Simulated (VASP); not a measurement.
**TiO2: single point with PBEsol**

TiO2:

```xyz
3
Lattice="1.4973 0.8645 6.9815 -1.4973 0.8645 6.9815 0.0000 -1.7290 6.9815" Properties=species:S:1:pos:R:3 pbc="T T T"
Ti    0.0000    0.0000    0.0500
O     0.0000    0.0000   12.9955
O     0.0000    0.0000    7.9492
```

```
Program                : VASP 6.6.1
Task                   : single point
Functional             : PBEsol
Potentials or basis    : VASP PAW PBE potentials, release 64 (Ti_sv, O)
Cutoff                 : 520 eV
k mesh                 : 8 × 8 × 8
Occupations            : gaussian, width 0.01 eV
Spin                   : no spin polarisation
Dipole correction      : no
Further INCAR settings : ALGO = Normal; EDIFF = 1e-06; NBANDS = 19
```

| Property | Result |
| --- | --- |
| Pressure | -3.7 GPa |
| Largest force | 1.181 eV/Å |
| Band gap on the k mesh | 2.64 eV, indirect (least direct gap 2.79 eV) |

Forces on the atoms (eV/Å):
```
Ti   0.000  0.000 -1.181
O    0.000  0.000  0.964
O    0.000  0.000  0.217
```

Stress tensor (GPa, compression positive):
```
-4.38  0.00  0.00
 0.00 -4.38  0.00
 0.00  0.00 -2.46
```

Levels at points of the mesh, in eV from the valence-band top:
```tsv
k point	band 8	band 9	band 10	band 11	band 12	band 13	band 14	band 15	band 16	band 17
(0.00, 0.00, 0.00)	-3.68	-3.68	-0.60	-0.15	-0.15	2.64	2.64	4.34	6.85	6.85
(0.50, 0.00, 0.00)	-2.84	-2.59	-1.68	-1.17	-0.64	2.90	3.68	3.74	6.27	6.73
(0.50, 0.50, 0.00)	-2.84	-2.59	-1.69	-1.17	-0.63	2.90	3.68	3.74	6.26	6.73
(0.50, 0.50, 0.50)	-3.68	-3.66	-0.66	-0.15	-0.15	2.64	2.64	4.36	6.85	6.85
```

Wall time 6.4 min on 1 thread of Intel Xeon 6975P-C, on a shared host, peak memory 0.42 GiB.

Caveat: the PAW data sets were made with another functional, which shifts forces and pressure a little. A k mesh can miss the band edges.
